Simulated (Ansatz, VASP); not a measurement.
**Na2S in VASP and in Ansatz**

```
S Na
1.0
     0.00000    3.25543    3.25543
     3.25543    0.00000    3.25543
     3.25543    3.25543    0.00000
S Na
1 2
Cartesian
  0.0000 0.0000 0.0000
  1.6277 1.6277 1.6277
  4.8831 4.8831 4.8831
```

Alike in both runs: task single point; functional PBEsol; k mesh 6 × 6 × 6; occupations tetrahedron; no spin polarisation.

|  | VASP | Ansatz |
| --- | --- | --- |
| version | VASP 6.6.1 | Ansatz 0.2.0 |
| potentials or method | VASP PAW PBE potentials, release 64 (S, Na_pv) | plane waves |
| plane-wave cutoff (eV) | 500 | 420 |
| valence electrons in the cell | 20 | 24 |

|  | VASP | Ansatz | Ansatz less VASP |
| --- | --- | --- | --- |
| gap on the k mesh at the Fermi level (eV) | 2.41 | 2.41 | +0.005 |
| pressure (GPa) | -0.1 | -0.1 | -0.04 |

VASP's potentials were made for PBE, not for PBEsol. VASP's potentials hold 20 valence electrons a cell and Ansatz's 24, so a difference there can come from the potentials and not from the codes. Ansatz's warnings: band table not solved further, tetrahedron derivatives may miss energy slope.
